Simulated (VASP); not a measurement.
Cs4Zn: single point with PBE

The system is Cs4Zn.

```
Cs Zn
1.0
     7.37785    0.00000    0.00000
     0.00000    7.37785    0.00000
     0.00000    0.00000    7.37785
Cs Zn
4 1
Direct
  0.50000 0.00000 0.00000
  0.00000 0.50000 0.00000
  0.00000 0.00000 0.50000
  0.50000 0.50000 0.50000
  0.00000 0.00000 0.00000
```

This cell differs from its parent crystal: volume scaled by 0.88.

```
Program                : VASP 6.6.1
Task                   : single point
Functional             : PBE
Potentials or basis    : VASP PAW PBE potentials, release 64 (Cs_sv, Zn)
Cutoff                 : 520 eV
k mesh                 : 6 × 6 × 6
Occupations            : gaussian, width 0.1 eV
Spin                   : no spin polarisation
Dipole correction      : no
Further INCAR settings : ALGO = Fast; EDIFF = 1e-06; NBANDS = 32
```

* Pressure: 0.5 GPa
* Band gap on the k mesh: zero (band 24 reaches 1.15 eV, above the bottom of band 25 at 0.35 eV)

Levels at points of the mesh, in eV from the Fermi level:
| k point | band 20 | band 21 | band 22 | band 23 | band 24 | band 25 | band 26 | band 27 | band 28 | band 29 |
| --- | --- | --- | --- | --- | --- | --- | --- | --- | --- | --- |
| (0.00, 0.00, 0.00) | -7.35 | -7.35 | -4.07 | -1.19 | 0.28 | 0.28 | 1.07 | 1.07 | 1.07 | 1.11 |
| (0.50, 0.00, 0.00) | -7.35 | -7.35 | -3.78 | -0.92 | -0.08 | 0.77 | 0.79 | 0.79 | 0.80 | 1.41 |
| (0.50, 0.50, 0.00) | -7.35 | -7.33 | -3.50 | -0.45 | -0.45 | -0.06 | 0.69 | 0.87 | 1.06 | 1.06 |
| (0.50, 0.50, 0.50) | -7.33 | -7.33 | -3.20 | -0.52 | -0.52 | -0.52 | 0.03 | 1.03 | 1.03 | 1.03 |

It took 5.7 min on 1 thread of Oxide Virtual Turin-like Processor, on a shared host, peak memory 0.52 GiB.

Caveat: spin-orbit coupling is left out, which moves the levels of the heavy elements.
